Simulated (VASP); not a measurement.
# GaP (F-43m) in VASP: a series of runs, part 3 of 3

VASP 6.6.1. Earlier steps stand in the parts before.

### 4 Vibrations by perturbation theory, PBE

This run uses another cell than the first one, of 19.91 Å³/atom.

INCAR reads:

```
PREC = Accurate ; ENCUT = 520
EDIFF = 1E-8 ; ISMEAR = 0
SIGMA = 0.01 ; LREAL = False
LASPH = True ; NELM = 80
ALGO = Normal ; ISIF = 2
LWAVE = False ; LCHARG = False
GGA = PE ; IBRION = 8
NSW = 1 ; LEPSILON = True
```

KPOINTS reads:

```
Automatic mesh
0
Gamma
  10 10 10
```

POSCAR reads:

```
GaP
1.0
    0.0000000000      2.7104211277      2.7104211277
    2.7104211277      0.0000000000      2.7104211277
    2.7104211277      2.7104211277      0.0000000000
Ga P
1 1
Direct
    0.0000000000      0.0000000000      0.0000000000
    0.7500000000      0.7500000000      0.7500000000
```

Potentials or basis: VASP PAW PBE potentials, release 64 (Ga_d, P).

The run is started by

```sh
$ cat potpaw_PBE.64/Ga_d/POTCAR potpaw_PBE.64/P/POTCAR > POTCAR
$ mpirun -np 1 vasp_std > vasp.out
```

OUTCAR:

```text
PREC = Accurate
   ENCUT = 520
   EDIFF = 1E-8
   ISMEAR = 0
   LREAL = False
   LASPH = True
   NELM = 80
   ISIF = 2
   GGA = PE
   IBRION = 8
   NSW = 1
   LEPSILON = True

 ion  position               nearest neighbor table
   1  0.000  0.000  0.000-   2 2.35   2 2.35   2 2.35   2 2.35
   2  0.750  0.750  0.750-   1 2.35   1 2.35   1 2.35   1 2.35

  LATTYP: Found a face centered cubic cell.
 ALAT       =     5.4208422554

  Lattice vectors:

 A1 = (   0.0000000000,   2.7104211277,   2.7104211277)
 A2 = (   2.7104211277,   0.0000000000,   2.7104211277)
 A3 = (   2.7104211277,   2.7104211277,   0.0000000000)

Analysis of symmetry for initial positions (statically):
=====================================================================
 Subroutine PRICEL returns:
 Original cell was already a primitive cell.

 Routine SETGRP: Setting up the symmetry group for a
 face centered cubic supercell.

 Subroutine GETGRP returns: Found 24 space group operations
 (whereof 24 operations were pure point group operations)
 out of a pool of 48 trial point group operations.

The static configuration has the point symmetry T_d .

Analysis of symmetry for dynamics (positions and initial velocities):
=====================================================================
 Subroutine PRICEL returns:
 Original cell was already a primitive cell.

 Routine SETGRP: Setting up the symmetry group for a
 face centered cubic supercell.

 Subroutine GETGRP returns: Found 24 space group operations
 (whereof 24 operations were pure point group operations)
 out of a pool of 48 trial point group operations.

The dynamic configuration has the point symmetry T_d .

 Subroutine INISYM returns: Found 24 space group operations
 (whereof 24 operations are pure point group operations),
 and found     1 'primitive' translations

----------------------------------------------------------------------------------------

                                     Primitive cell

  volume of cell :      39.8236

  direct lattice vectors                    reciprocal lattice vectors
     0.000000000  2.710421128  2.710421128    -0.184473178  0.184473178  0.184473178
     2.710421128  0.000000000  2.710421128     0.184473178 -0.184473178  0.184473178
     2.710421128  2.710421128  0.000000000     0.184473178  0.184473178 -0.184473178

  length of vectors
     3.833114319  3.833114319  3.833114319     0.319516917  0.319516917  0.319516917

  position of ions in fractional coordinates (direct lattice)
     0.000000000  0.000000000  0.000000000
     0.750000000  0.750000000  0.750000000

  ion indices of the primitive-cell ions
   primitive index   ion index
                 1           1
[... 571 lines left out ...]
    -0.00026  0.79112  0.00000
     0.79112 -0.00026  0.00000
     0.00000  0.00000 -0.00036

--------------------------------------- Ionic step        4  -------------------------------------------

------------------------ aborting loop because EDIFF is reached ----------------------------------------

[... ionic steps 5 to 6 ...]

--------------------------------------- Ionic step        7  -------------------------------------------

 Free energy of the ion-electron system (eV)
  ---------------------------------------------------
  ---------------------------------------------------
  free energy    TOTEN  =        -0.04793608 eV

  energy without entropy =       -0.04793608

------------------------ aborting loop because EDIFF is reached ----------------------------------------

 INTERNAL STRAIN TENSOR  FOR ION    2  DIRECTION 1   (eV/Angst):
 -----------------------------------------------------------------------------
    -0.00523  0.00000  0.00000
     0.00000  0.00430  8.11331
     0.00000  8.11331  0.00430

 MACROSCOPIC STATIC DIELECTRIC TENSOR (including local field effects in DFT)
 ------------------------------------------------------
          10.498900    -0.000000     0.000000
           0.000000    10.498900    -0.000000
           0.000000     0.000000    10.498900
 ------------------------------------------------------

 PIEZOELECTRIC TENSOR (including local field effects)  for field in x, y, z        (e  Angst)
          XX          YY          ZZ          XY          YZ          ZX
  --------------------------------------------------------------------------------
  x     0.00000     0.00000     0.00000     0.00000     1.97189     0.00000
  y    -0.00000    -0.00000     0.00000     0.00000     0.00000     1.97189
  z     0.00000     0.00000     0.00000     1.97189     0.00000     0.00000

 PIEZOELECTRIC TENSOR (including local field effects)  for field in x, y, z        (C/m^2)
          XX          YY          ZZ          XY          YZ          ZX
  --------------------------------------------------------------------------------
  x     0.00000     0.00000     0.00000     0.00000     0.79333     0.00000
  y    -0.00000    -0.00000     0.00000     0.00000     0.00000     0.79333
  z     0.00000     0.00000     0.00000     0.79333     0.00000     0.00000

 BORN EFFECTIVE CHARGES (including local field effects) (in |e|, cummulative output)
 ---------------------------------------------------------------------------------
 ion    1
    1     2.15787     0.00000     0.00000
    2     0.00000     2.15787     0.00000
    3     0.00000     0.00000     2.15787
 ion    2
    1    -2.15787     0.00000     0.00000
    2     0.00000    -2.15787     0.00000
    3     0.00000     0.00000    -2.15787

 INTERNAL STRAIN TENSOR FOR ION    2 for displacements in x,y,z  (eV/Angst):
          X           Y           Z          XY          YZ          ZX
  --------------------------------------------------------------------------------
  x     0.00000    -0.00000     0.00000     0.00000     8.11331     0.00000
  y    -0.00000    -0.00000     0.00000     0.00000     0.00000     8.11331
  z    -0.00000    -0.00000     0.00000     8.11331     0.00000     0.00000

 SECOND DERIVATIVES (NOT SYMMETRIZED)
 ------------------------------------
               1X          1Y          1Z          2X          2Y          2Z
  1X   -10.382533    0.000000    0.000000   10.382533    0.000000    0.000000
  1Y     0.000000  -10.382533    0.000000    0.000000   10.382533    0.000000
  1Z     0.000000    0.000000  -10.382533    0.000000    0.000000   10.382533
  2X    10.413036    0.000000    0.000000  -10.413036    0.000000    0.000000
  2Y     0.000000   10.413036    0.000000    0.000000  -10.413036    0.000000
  2Z     0.000000    0.000000   10.413036    0.000000    0.000000  -10.413036

 Eigenvectors and eigenvalues of the dynamical matrix
 ----------------------------------------------------

   1 f  =   10.888432 THz    68.414037 2PiTHz  363.199003 cm-1    45.030917 meV
             X         Y         Z           dx          dy          dz
      0.000000  0.000000  0.000000     0.554050    0.000000   -0.000000
      4.065632  4.065632  4.065632    -0.832483   -0.000000   -0.000000
[... 21 lines left out ...]
   6 f/i=    0.007366 THz     0.046284 2PiTHz    0.245716 cm-1     0.030465 meV
             X         Y         Z           dx          dy          dz
      0.000000  0.000000  0.000000     0.048349    0.405977    0.725171
      4.065632  4.065632  4.065632     0.032178    0.270194    0.482630

--------------------------------------------------------------------------------------------------------

 MACROSCOPIC STATIC DIELECTRIC TENSOR IONIC CONTRIBUTION
 ------------------------------------------------------
           2.034863     0.000000     0.000000
           0.000000     2.034863     0.000000
           0.000000     0.000000     2.034863
 ------------------------------------------------------

 ELASTIC MODULI CONTR FROM IONIC RELAXATION (kBar)
 Direction    XX          YY          ZZ          XY          YZ          ZX
 --------------------------------------------------------------------------------
 XX          -0.0000      0.0000     -0.0000      0.0000     -0.0000      0.0000
 YY           0.0000     -0.0000      0.0000      0.0000      0.0000      0.0000
 ZZ          -0.0000      0.0000     -0.0000     -0.0000     -0.0000     -0.0000
 XY           0.0000      0.0000     -0.0000   -252.4088      0.0000      0.0000
 YZ          -0.0000      0.0000     -0.0000      0.0000   -252.4088      0.0000
 ZX           0.0000      0.0000     -0.0000      0.0000      0.0000   -252.4088
 --------------------------------------------------------------------------------

 PIEZOELECTRIC TENSOR IONIC CONTR  for field in x, y, z        (C/m^2)
          XX          YY          ZZ          XY          YZ          ZX
  --------------------------------------------------------------------------------
  x    -0.00000     0.00000    -0.00000     0.00000    -0.67436     0.00000
  y     0.00000     0.00000    -0.00000     0.00000     0.00000    -0.67436
  z     0.00000     0.00000    -0.00000    -0.67436     0.00000     0.00000
```

OSZICAR:

```text
N       E                     dE             d eps       ncg     rms          rms(c)
DAV:   1     0.816062785711E+02    0.81606E+02   -0.93986E+03  1230   0.201E+03
DAV:   2    -0.311381752360E+01   -0.84720E+02   -0.81781E+02  1342   0.339E+02
DAV:   3    -0.927002736491E+01   -0.61562E+01   -0.61000E+01  1562   0.764E+01
DAV:   4    -0.937596908208E+01   -0.10594E+00   -0.10590E+00  1444   0.109E+01
[... 204 lines left out ...]
RMM:   9    -0.479361772939E-01    0.84940E-06   -0.23520E-08  8925   0.482E-04    0.107E-04
RMM:  10    -0.479359787930E-01    0.19850E-06    0.77775E-09  8564   0.177E-04    0.114E-05
RMM:  11    -0.479360723192E-01   -0.93526E-07    0.21558E-09  8738   0.663E-05    0.757E-06
RMM:  12    -0.479360889851E-01   -0.16666E-07    0.35168E-09  8840   0.266E-05    0.265E-06
RMM:  13    -0.479360831195E-01    0.58656E-08    0.15499E-09  8576   0.102E-05    0.141E-06
 Linear response finished
```

stdout:

```text
POSCAR found type information on POSCAR GaP
 POSCAR found :  2 types and       2 ions
 scaLAPACK will be used
 LDA part: xc-table for (Slater+PW92), standard interpolation
 POSCAR, INCAR and KPOINTS ok, starting setup
 FFT: planning ... GRIDC
 FFT: planning ... GRID_SOFT
 FFT: planning ... GRID
 WAVECAR not read
 entering main loop
[... 23 lines left out ...]
  Direction:   3
 dielectric tensor                  component  3 :     2.173     2.271    10.499
 Linear response DOF=           2
 Linear response progress:
 first order change of Fermi-energy   0.11259E-02
 force on displaced ion       1 direction 1 : -10.383   0.000   0.000
 Born effective charge ion    1 direction 1 :   2.139   0.000   0.000
 Linear response progress:
 first order change of Fermi-energy  -0.88187E-03
 force on displaced ion       2 direction 1 : -10.413  -0.000  -0.000
 Born effective charge ion    2 direction 1 :  -2.172   0.000   0.000
 Born effective charges drift removed
 Linear response finished
```

Run time: 23 min. Hardware: 1 thread of Intel Xeon 8259CL, shared host; peak memory 0.37 GiB.

What came out:

| Property | Result |
| --- | --- |
| Electronic dielectric tensor (diagonal) | 10.50 |
| Born charges (mean of the diagonal) | Ga +2.16; P -2.16 e |
| Highest phonon frequency at Γ, LO-TO splitting left out | 363 cm⁻¹ |

Phonon frequencies in cm⁻¹ (negative: imaginary):
```tsv
q point	frequencies
(0.000, 0.000, 0.000)	0 0 0 363 363 363
```

Electronic dielectric tensor:
```
10.50  0.00  0.00
 0.00 10.50  0.00
 0.00  0.00 10.50
```

Born effective charge tensors (e):
atom 1, Ga
```
2.16 0.00 0.00
0.00 2.16 0.00
0.00 0.00 2.16
```
atom 2, P
```
-2.16  0.00  0.00
 0.00 -2.16  0.00
 0.00  0.00 -2.16
```

Caveat: the cell stands under pressure or tension, which shifts response properties.

### 5 Vibrations by perturbation theory, PBE

This run uses another cell than the first one, of 16.52 Å³/atom.

INCAR reads:

```
PREC = Accurate
ENCUT = 520
EDIFF = 1E-8
ISMEAR = 0
SIGMA = 0.01
LREAL = F
LASPH = T
NELM = 100
ALGO = Normal
ISIF = 2
LWAVE = F
LCHARG = F
GGA = PE
IBRION = 8
NSW = 1
LEPSILON = T
```

KPOINTS reads:

```
regular mesh
0
Gamma
  10 10 10
```

POSCAR reads:

```
GaP
1.0
    0.0000000000      2.5469988321      2.5469988321
    2.5469988321      0.0000000000      2.5469988321
    2.5469988321      2.5469988321      0.0000000000
Ga P
1 1
Direct
    0.0000000000      0.0000000000      0.0000000000
    0.7500000000      0.7500000000      0.7500000000
```

Potentials or basis: VASP PAW PBE potentials, release 64 (Ga_d, P).

The run is started by

```sh
$ cat potpaw_PBE.64/Ga_d/POTCAR potpaw_PBE.64/P/POTCAR > POTCAR
$ mpirun -np 1 vasp_std > vasp.out
```

OUTCAR:

```text
PREC = Accurate
   ENCUT = 520
   EDIFF = 1E-8
   ISMEAR = 0
   LREAL = F
   LASPH = T
   NELM = 100
   ISIF = 2
   GGA = PE
   IBRION = 8
   NSW = 1
   LEPSILON = T

 ion  position               nearest neighbor table
   1  0.000  0.000  0.000-   2 2.21   2 2.21   2 2.21   2 2.21
   2  0.750  0.750  0.750-   1 2.21   1 2.21   1 2.21   1 2.21

  LATTYP: Found a face centered cubic cell.
[... 712 lines left out ...]
      0.000000  0.000000  0.000000     0.000000   -0.554506   -0.000000
      3.820498  3.820498  3.820498    -0.000000    0.832179    0.000000
[... 21 lines left out ...]
   6 f/i=    0.001745 THz     0.010964 2PiTHz    0.058205 cm-1     0.007216 meV
             X         Y         Z           dx          dy          dz
      0.000000  0.000000  0.000000    -0.775003   -0.303139    0.000000
      3.820498  3.820498  3.820498    -0.516408   -0.201991    0.000000

--------------------------------------------------------------------------------------------------------

 MACROSCOPIC STATIC DIELECTRIC TENSOR IONIC CONTRIBUTION
 ------------------------------------------------------
           1.162728     0.000000    -0.000000
           0.000000     1.162728     0.000000
          -0.000000     0.000000     1.162728
 ------------------------------------------------------

 ELASTIC MODULI CONTR FROM IONIC RELAXATION (kBar)
 Direction    XX          YY          ZZ          XY          YZ          ZX
 --------------------------------------------------------------------------------
 XX          -0.0000      0.0000      0.0000     -0.0000      0.0000      0.0000
 YY           0.0000     -0.0000      0.0000     -0.0000     -0.0000     -0.0000
 ZZ           0.0000      0.0000     -0.0000      0.0000     -0.0000      0.0000
 XY          -0.0000     -0.0000      0.0000   -930.5515      0.0000      0.0000
 YZ           0.0000     -0.0000     -0.0000      0.0000   -930.5515      0.0000
 ZX           0.0000     -0.0000      0.0000      0.0000      0.0000   -930.5515
 --------------------------------------------------------------------------------

 PIEZOELECTRIC TENSOR IONIC CONTR  for field in x, y, z        (C/m^2)
          XX          YY          ZZ          XY          YZ          ZX
  --------------------------------------------------------------------------------
  x     0.00000    -0.00000    -0.00000    -0.00000    -0.97877    -0.00000
  y     0.00000    -0.00000     0.00000    -0.00000     0.00000    -0.97877
  z    -0.00000    -0.00000     0.00000    -0.97877     0.00000     0.00000
```

Run time: 18 min. Hardware: 1 thread of Intel Xeon 8259CL, shared host; peak memory 0.32 GiB.

Results:

| Item | Value |
| --- | --- |
| Electronic dielectric tensor (diagonal) | 9.82 |
| Born charges (mean of the diagonal) | Ga +1.85; P -1.85 e |
| Highest phonon frequency at Γ, LO-TO splitting left out | 452 cm⁻¹ |

Phonon frequencies in cm⁻¹ (negative: imaginary):
```csv
q point,frequencies
"(0.000, 0.000, 0.000)",0 0 0 452 452 452
```

Electronic dielectric tensor:
```
9.82 0.00 0.00
0.00 9.82 0.00
0.00 0.00 9.82
```

Born effective charge tensors (e):
atom 1, Ga
```
1.85 0.00 0.00
0.00 1.85 0.00
0.00 0.00 1.85
```
atom 2, P
```
-1.85  0.00  0.00
 0.00 -1.85  0.00
 0.00  0.00 -1.85
```

Caveat: the cell stands under pressure or tension, which shifts response properties.
